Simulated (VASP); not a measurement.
# AlAu (Pm-3m) in VASP: notebook

The runs below take AlAu through single point, with LDA.

All numbers are computed with VASP 6.6.1; they aren't measurements. Logs are shortened: lines on timing, memory, paths and dates and some standing lists are left out, and cuts for length are marked.

**1. The cell of the first run**

The structure is cubic, space group Pm-3m (No. 221). Conventional cell: a = 2.968 Å, b = 2.968 Å, c = 2.968 Å, α = 90.00°, β = 90.00°, γ = 90.00°. Within 3.4 Å of Al (site symmetry m-3m) lie 8 Au at 2.57 Å and 6 Al at 2.97 Å. Within 3.4 Å of Au (site symmetry m-3m) lie 8 Al at 2.57 Å and 6 Au at 2.97 Å.

**2. Single point, LDA**

INCAR

```
ALGO = Normal
EDIFF = 1E-7
ENCUT = 520
ISIF = 2
ISMEAR = 0
LASPH = True
LCHARG = False
LREAL = False
LWAVE = False
NBANDS = 14
NELM = 60
PREC = Accurate
SIGMA = 0.05
```

KPOINTS

```
k-points
0
Gamma
  6 6 6
```

POSCAR

```
AlAu
1.0
    2.9677761818      0.0000000000      0.0000000000
    0.0000000000      2.9677761818      0.0000000000
    0.0000000000      0.0000000000      2.9677761818
Al Au
1 1
Direct
    0.0000000000      0.0000000000      0.0000000000
    0.5000000000      0.5000000000      0.5000000000
```

Potentials or basis: VASP PAW LDA potentials, release 64 (Al, Au).

Started as:

```console
cat potpaw_LDA.64/Al/POTCAR potpaw_LDA.64/Au/POTCAR > POTCAR
mpirun -np 1 vasp_std > vasp.out
```

OUTCAR:

```text
EDIFF = 1E-7
   ENCUT = 520
   ISIF = 2
   ISMEAR = 0
   LASPH = True
   LREAL = False
   NELM = 60
   PREC = Accurate

 ion  position               nearest neighbor table
   1  0.000  0.000  0.000-   2 2.57   2 2.57   2 2.57   2 2.57   2 2.57   2 2.57   2 2.57   2 2.57

   2  0.500  0.500  0.500-   1 2.57   1 2.57   1 2.57   1 2.57   1 2.57   1 2.57   1 2.57   1 2.57

  LATTYP: Found a simple cubic cell.
 ALAT       =     2.9677761818

  Lattice vectors:

 A1 = (   2.9677761818,   0.0000000000,   0.0000000000)
 A2 = (   0.0000000000,   2.9677761818,   0.0000000000)
 A3 = (   0.0000000000,   0.0000000000,   2.9677761818)

Analysis of symmetry for initial positions (statically):
=====================================================================
 Subroutine PRICEL returns:
 Original cell was already a primitive cell.

 Routine SETGRP: Setting up the symmetry group for a
 simple cubic supercell.

 Subroutine GETGRP returns: Found 48 space group operations
 (whereof 48 operations were pure point group operations)
 out of a pool of 48 trial point group operations.

The static configuration has the point symmetry O_h .

Analysis of symmetry for dynamics (positions and initial velocities):
=====================================================================
 Subroutine PRICEL returns:
 Original cell was already a primitive cell.

 Routine SETGRP: Setting up the symmetry group for a
 simple cubic supercell.

 Subroutine GETGRP returns: Found 48 space group operations
 (whereof 48 operations were pure point group operations)
 out of a pool of 48 trial point group operations.

The dynamic configuration has the point symmetry O_h .

 Subroutine INISYM returns: Found 48 space group operations
 (whereof 48 operations are pure point group operations),
 and found     1 'primitive' translations

----------------------------------------------------------------------------------------

                                     Primitive cell

  volume of cell :      26.1393

  direct lattice vectors                    reciprocal lattice vectors
     2.967776182  0.000000000  0.000000000     0.336952633  0.000000000  0.000000000
     0.000000000  2.967776182  0.000000000     0.000000000  0.336952633  0.000000000
     0.000000000  0.000000000  2.967776182     0.000000000  0.000000000  0.336952633

  length of vectors
     2.967776182  2.967776182  2.967776182     0.336952633  0.336952633  0.336952633

  position of ions in fractional coordinates (direct lattice)
     0.000000000  0.000000000  0.000000000
     0.500000000  0.500000000  0.500000000

  ion indices of the primitive-cell ions
   primitive index   ion index
                 1           1
                 2           2

----------------------------------------------------------------------------------------

 KPOINTS: k-points

Automatic generation of k-mesh.
 Grid dimensions read from file:
 generate k-points for:    6    6    6

 Generating k-lattice:

  Cartesian coordinates                     Fractional coordinates (reciprocal lattice)
     0.056158772  0.000000000  0.000000000     0.166666667  0.000000000  0.000000000
     0.000000000  0.056158772  0.000000000     0.000000000  0.166666667  0.000000000
     0.000000000  0.000000000  0.056158772     0.000000000  0.000000000  0.166666667

  Length of vectors
     0.056158772  0.056158772  0.056158772

  Shift w.r.t. Gamma in fractional coordinates (k-lattice)
     0.000000000  0.000000000  0.000000000

 Subroutine IBZKPT returns following result:
 ===========================================

 Found     20 irreducible k-points:

 Following reciprocal coordinates:
            Coordinates               Weight
  0.000000  0.000000  0.000000      1.000000
  0.166667  0.000000  0.000000      6.000000
  0.333333  0.000000  0.000000      6.000000
  0.500000  0.000000  0.000000      3.000000
  0.166667  0.166667  0.000000     12.000000
  0.333333  0.166667  0.000000     24.000000
[... 12 lines left out ...]
  0.500000  0.500000  0.333333      6.000000
  0.500000  0.500000  0.500000      1.000000
   k-points           NKPTS =     20   k-points in BZ     NKDIM =     20   number of bands    NBANDS=     14
   number of dos      NEDOS =    301   number of ions     NIONS =      2
   total plane-waves  NPLWV =  13824
   dimension x,y,z NGX =    24 NGY =   24 NGZ =   24
   dimension x,y,z NGXF=    48 NGYF=   48 NGZF=   48
   ions per type =               1   1
   NGX,Y,Z   is equivalent  to a cutoff of  13.44, 13.44, 13.44 a.u.
   NGXF,Y,Z  is equivalent  to a cutoff of  26.89, 26.89, 26.89 a.u.
 SYSTEM =  unknown system
   PREC   = accura    normal or accurate (medium, high low for compatibility)
   ISTART =      0    job   : 0-new  1-cont  2-samecut
   ICHARG =      2    charge: 1-file 2-atom 10-const
   ISPIN  =      1    spin polarized calculation?
   LNONCOLLINEAR =      F non collinear calculations
   LSORBIT =      F    spin-orbit coupling
   LASPH  =      T    aspherical Exc in radial PAW
   ENCUT  =  520.0 eV  38.22 Ry    6.18 a.u.   5.52  5.52  5.52*2*pi/ulx,y,z
   NELM   =     60;   NELMIN=  2; NELMDL= -5     # of ELM steps
   EDIFF  = 0.1E-06   stopping-criterion for ELM
   LREAL  =      F    real-space projection
   EDIFFG = 0.1E-05   stopping-criterion for IOM
   NSW    =      0    number of steps for IOM
   IBRION =     -1    ionic relax: 0-MD 1-quasi-New 2-CG
   NFREE  =      0    steps in history (QN), initial steepest desc. (CG)
   ISIF   =      2    stress and relaxation
   ISYM   =      2    0-nonsym 1-usesym 2-fastsym
   POTIM  = 0.5000    time-step for ionic-motion
   TEBEG  =    0.0;   TEEND  =   0.0 temperature during run
   PSTRESS=    0.0 pullay stress
   NELECT =      14.0000    total number of electrons
   NUPDOWN=      -1.0000    fix difference up-down
   EMIN   =  10.00;   EMAX   =-10.00  energy-range for DOS
   EFERMI =   0.00;   METHOD = LEGACY
   ISMEAR =     0;   SIGMA  =   0.05  broadening in eV -4-tet -1-fermi 0-gaus
   EFERMI_NEDOS =   21; number of points for ismear=-14 and -15
   IALGO  =     38    algorithm
   IMIX   =      4    mixing-type and parameters
     AMIX     =   0.40;   BMIX     =  1.00
     AMIX_MAG =   1.60;   BMIX_MAG =  1.00
  volume/ion in A,a.u.               =      13.07        88.20
  Fermi-wavevector in a.u.,A,eV,Ry     =   1.329494  2.512379 24.049034  1.767554
  Thomas-Fermi vector in A             =   2.458652
   LORBIT       =      0    0 simple, 1 ext, 2 COOP (PROOUT), +10 PAW based schemes
   GGA     = CA    functional components
   LHFCALC =     F    Hartree Fock is set to
   AEXX    =    0.0000 exact exchange contribution
   IVDW    =     0    specifies the selected vdW correction
   LEPSILON=     F    determine dielectric tensor
   LRPA    =     F    only Hartree local field effects (RPA)
 non-spin polarized calculation
 Gauss-broadening in eV      SIGMA  =   0.05
  energy-cutoff  :      520.00
  volume of cell :       26.14
 maximum number of plane-waves:       739
 NGX is ok and might be reduce to    24
   NGX = 11   NGY = 11   NGZ = 11

 number of electron      13.9999997 magnetization

 Free energy of the ion-electron system (eV)
  ---------------------------------------------------
  ext. energy  EPLUGINS =         0.00000000
  ---------------------------------------------------
  free energy    TOTEN  =        -8.68969791 eV

  energy without entropy =       -8.68969785  energy(sigma->0) =       -8.68969788

 E-fermi :  13.9822     XC(G=0): -12.9393

 val. band max:       13.8223983067   @ k =   0.1667   0.0000   0.0000
 cond. band min:      14.1519934235   @ k =   0.3333   0.3333   0.1667
 fundamental gap:      0.3295951167
 Fermi energy:        13.9821526533

 k-point     1 :       0.0000    0.0000    0.0000
  band No.  band energies     occupation
      1      -0.4657      2.00000
      2       4.7498      2.00000
      3       4.7498      2.00000
      4       7.7056      2.00000
      5       7.7056      2.00000
      6       7.7056      2.00000
      7      16.3399      0.00000
      8      16.3399      0.00000
      9      16.3399      0.00000
     10      21.4492      0.00000
     11      21.4492      0.00000
     12      23.0813      0.00000
     13      30.7312      0.00000
     14      30.7312      0.00000

 k-point     2 :       0.1667    0.0000    0.0000
  band No.  band energies     occupation
      1       0.0789      2.00000
      2       4.8770      2.00000
      3       4.9918      2.00000
      4       7.3136      2.00000
      5       7.3136      2.00000
      6       7.7514      2.00000
      7      13.8224      1.99999
      8      17.1998      0.00000
      9      17.1998      0.00000
     10      20.5743      0.00000
     11      22.3276      0.00000
     12      25.6966      0.00000
     13      28.7206      0.00000
     14      28.7206      0.00000

 k-point     3 :       0.3333    0.0000    0.0000
  band No.  band energies     occupation
      1       1.5343      2.00000
      2       5.1487      2.00000
      3       5.2313      2.00000
      4       6.6524      2.00000
      5       6.6524      2.00000
      6       7.8446      2.00000
      7      10.8342      2.00000
      8      19.1063      0.00000
      9      19.2196      0.00000
     10      19.2196      0.00000
     11      23.0274      0.00000
     12      25.4783      0.00000
     13      25.4783      0.00000
     14      27.5067      0.00000
[... 256 lines left out ...]
 k-point    19 :       0.5000    0.5000    0.3333
  band No.  band energies     occupation
      1       3.8757      2.00000
      2       4.5468      2.00000
      3       4.5468      2.00000
      4       7.7135      2.00000
      5       9.0449      2.00000
      6      12.3055      2.00000
      7      12.3055      2.00000
      8      12.8599      2.00000
      9      14.2161      0.00000
     10      18.4843      0.00000
     11      19.7935      0.00000
     12      19.7935      0.00000
     13      20.1793      0.00000
     14      33.7919      0.00000

 k-point    20 :       0.5000    0.5000    0.5000
  band No.  band energies     occupation
      1       4.1566      2.00000
      2       4.1566      2.00000
      3       4.1566      2.00000
      4       9.0640      2.00000
      5       9.0640      2.00000
      6      13.5969      2.00000
      7      13.6686      2.00000
      8      13.6686      2.00000
      9      13.6686      2.00000
     10      16.9098      0.00000
     11      18.1660      0.00000
     12      18.1660      0.00000
     13      18.1660      0.00000
     14      36.9640      0.00000

------------------------ aborting loop because EDIFF is reached ----------------------------------------

  FORCE on cell =-STRESS in cart. coord.  units (eV):
  Direction    XX          YY          ZZ          XY          YZ          ZX
  --------------------------------------------------------------------------------------
  -------------------------------------------------------------------------------------
  Total        6.6397004      6.6397004      6.6397004      0.0000000     -0.0000000      0.0000000
  in kB      406.9730318    406.9730318    406.9730318      0.0000000     -0.0000000      0.0000000
  external PRESSURE =     406.9730318 kB  Pullay stress =       0.0000000 kB

 VOLUME and BASIS-vectors are now :
 -----------------------------------------------------------------------------
  energy-cutoff  :      520.00
  volume of cell :       26.14
      direct lattice vectors                 reciprocal lattice vectors
     2.967776182  0.000000000  0.000000000     0.336952633  0.000000000  0.000000000
     0.000000000  2.967776182  0.000000000     0.000000000  0.336952633  0.000000000
     0.000000000  0.000000000  2.967776182     0.000000000  0.000000000  0.336952633

 POSITION                                       TOTAL-FORCE (eV/Angst)
 -----------------------------------------------------------------------------------
      0.00000      0.00000      0.00000         0.000000      0.000000      0.000000
      1.48389      1.48389      1.48389         0.000000      0.000000      0.000000
 -----------------------------------------------------------------------------------
    total drift:                                0.000000     -0.000000     -0.000000

  FREE ENERGIE OF THE ION-ELECTRON SYSTEM (eV)
  ---------------------------------------------------
  free  energy   TOTEN  =        -8.6896979068 eV

  energy  without entropy=       -8.6896978474  energy(sigma->0) =       -8.68969788
```

Wall time 4 s (1 thread of Intel Xeon 6975P-C, shared host); peak memory 0.13 GiB.

Results:

```yaml
Free_energy: -8.6897 eV
Pressure: 40.7 GPa
Band_gap_on_the_k_mesh: zero (band 7 reaches 16.34 eV, above the bottom of band 8 at 12.32 eV)
```

Levels at points of the mesh, in eV from the Fermi level:
| k point | band 5 | band 6 | band 7 | band 8 | band 9 | band 10 |
| --- | --- | --- | --- | --- | --- | --- |
| (0.00, 0.00, 0.00) | -6.28 | -6.28 | 2.36 | 2.36 | 2.36 | 7.47 |
| (0.50, 0.00, 0.00) | -7.62 | -6.09 | -4.19 | 4.48 | 7.04 | 7.04 |
| (0.50, 0.50, 0.00) | -5.29 | -5.29 | -4.99 | -1.66 | 1.52 | 7.61 |
| (0.50, 0.50, 0.50) | -4.92 | -0.39 | -0.31 | -0.31 | -0.31 | 2.93 |

Caveat: spin-orbit coupling is left out, which moves the levels of the heavy elements.

**3. Single point, LDA**

This run uses another cell than the first one, of 12.38 Å³/atom, 0.947 times its volume.

INCAR

```
SYSTEM = AlAu
PREC = Accurate ; ENCUT = 520
EDIFF = 1E-6 ; ISMEAR = 0
SIGMA = 0.05 ; LREAL = .False.
LASPH = .True. ; NELM = 80
ALGO = Normal ; ISIF = 2
LWAVE = .False. ; LCHARG = .False.
GGA = CA ; NBANDS = 14
```

KPOINTS

```
Automatic mesh
0
Gamma
  6 6 6
  0 0 0
```

POSCAR

```
AlAu
1.0
    2.9146907060      0.0000000000      0.0000000000
    0.0000000000      2.9146907060      0.0000000000
    0.0000000000      0.0000000000      2.9146907060
Al Au
1 1
Direct
    0.0000000000      0.0000000000      0.0000000000
    0.5000000000      0.5000000000      0.5000000000
```

Potentials or basis: VASP PAW LDA potentials, release 64 (Al, Au).

Started as:

```console
cat potpaw_LDA.64/Al/POTCAR potpaw_LDA.64/Au/POTCAR > POTCAR
mpirun -np 1 vasp_std > vasp.out
```

Wall time 3.2 s (1 thread of Intel Xeon 6975P-C, shared host); peak memory 0.13 GiB.

Results (log left out):

```
Free energy            : -8.2562 eV
Pressure               : 60.8 GPa
Band gap on the k mesh : zero (band 7 reaches 17.39 eV, above the bottom of band 8 at 13.40 eV)
```

Levels at points of the mesh, in eV from the Fermi level:
```tsv
k point	band 5	band 6	band 7	band 8	band 9	band 10
(0.00, 0.00, 0.00)	-6.64	-6.64	2.26	2.26	2.26	7.46
(0.50, 0.00, 0.00)	-8.11	-6.43	-4.37	4.11	6.98	6.98
(0.50, 0.50, 0.00)	-5.72	-5.72	-5.24	-1.72	1.78	7.73
(0.50, 0.50, 0.50)	-5.15	-0.60	-0.60	-0.60	-0.35	3.19
```

Caveat: spin-orbit coupling is left out, which moves the levels of the heavy elements.
